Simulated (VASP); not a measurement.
A run of VASP 6.6.1 is set up as follows.

INCAR

```
PREC = Accurate
ENCUT = 520
EDIFF = 1E-6
ISMEAR = 0
SIGMA = 0.05
LREAL = F
LASPH = T
NELM = 150
ALGO = Normal
ISIF = 2
LWAVE = F
LCHARG = F
ISPIN = 2
MAGMOM = 0.5 0.5
LORBIT = 11
GGA = PE
NBANDS = 19
```

File KPOINTS:

```
Automatic mesh
0
Gamma
  1 1 10
```

POSCAR

```
RbBr
1.0
    9.0000000000      0.0000000000      0.0000000000
    0.0000000000      9.3000000000      0.0000000000
    0.0000000000      0.0000000000      6.3482325390
Rb Br
1 1
Direct
    0.5000000000      0.5000000000     -0.0174968318
    0.5000000000      0.5000000000      0.4824968318
```

Potentials or basis: VASP PAW PBE potentials, release 64 (Rb_sv, Br).

Run with:

```sh
$ cat potpaw_PBE.64/Rb_sv/POTCAR potpaw_PBE.64/Br/POTCAR > POTCAR
$ mpirun -np 1 vasp_std > vasp.out
```

Q: What does it give for the band gap on the k mesh?

A: 3.92 eV, direct.

Q: Predict the net moment.

A: 0.00 μB per cell.
